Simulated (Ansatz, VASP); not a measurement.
# Two plane-wave programs on ZnO

The input INCAR:

```
SYSTEM = ZnO
  PREC = Accurate
  ENCUT = 520
  EDIFF = 1E-6
  ISMEAR = -1
  SIGMA = 0.02
  LREAL = .False.
  LASPH = .True.
  NELM = 100
  ALGO = Normal
  ISIF = 2
  LWAVE = .False.
  LCHARG = .True.
  GGA = PE
  LELF = .True.
  LVHAR = .True.
  NBANDS = 26
```

The input KPOINTS:

```
Automatic mesh
0
Gamma
  12 12 6
  0 0 0
```

File POSCAR:

```
ZnO
1.0
    3.2353408696      0.0000000000      0.0000000000
   -1.6176704348      2.8018873830      0.0000000000
    0.0000000000      0.0000000000      5.2109518159
Zn O
2 2
Direct
    0.3333333333      0.6666666667     -0.0023477545
    0.6666666667      0.3333333333      0.4976522455
    0.3333333333      0.6666666667      0.3773477545
    0.6666666667      0.3333333333      0.8773477545
```

Input for Ansatz:

```yaml
crystal:
  lattice:
    - [3.2353408696, 0.0, 0.0]
    - [-1.6176704348, 2.801887383, 0.0]
    - [0.0, 0.0, 5.2109518159]
  atoms:
    - { symbol: Zn, position: [0.3333333333, 0.6666666667, -0.0023477545] }
    - { symbol: Zn, position: [0.6666666667, 0.3333333333, 0.4976522455] }
    - { symbol: O, position: [0.3333333333, 0.6666666667, 0.3773477545] }
    - { symbol: O, position: [0.6666666667, 0.3333333333, 0.8773477545] }
kpoints:
  mp_grid: { grid: [12, 12, 6] }
  band_path:
    path:
      - [0.0, 0.0, 0.0]
      - [0.5, 0.0, 0.0]
      - [0.3333333333, 0.3333333333, 0.0]
      - [0.0, 0.0, 0.5]
      - [0.5, 0.0, 0.5]
      - [0.3333333333, 0.3333333333, 0.5]
    npoints: 1
hamiltonian:
  xc: pbe
scf:
  occupations: { method: fermi_dirac, width: 0.02 }
  n_extra_bands: 5
output:
  forces: true
  stress: true
  eigenvalues: true
```

Alike in both runs: task single point; functional PBE; k mesh 12 × 12 × 6; occupations fermi-dirac, width 0.02 eV; no spin polarisation.

```csv
,VASP,Ansatz
version,VASP 6.6.1,Ansatz 0.2.0
potentials or method,"VASP PAW PBE potentials, release 64 (Zn, O)","plane waves, PAW"
plane-wave cutoff (eV),520,420
valence electrons in the cell,36,36
```

VASP gave:

```
gap on the k mesh at the Fermi level (eV)                     : 0.79
pressure (GPa)                                                : 7.2
traceless stress, the component that is largest in VASP (GPa) : 0.08
```

**Question.** Estimate Ansatz's values.

**Answer.** gap on the k mesh at the Fermi level (eV): 0.81; pressure (GPa): 6.1; traceless stress, the component that is largest in VASP (GPa): 0.10.
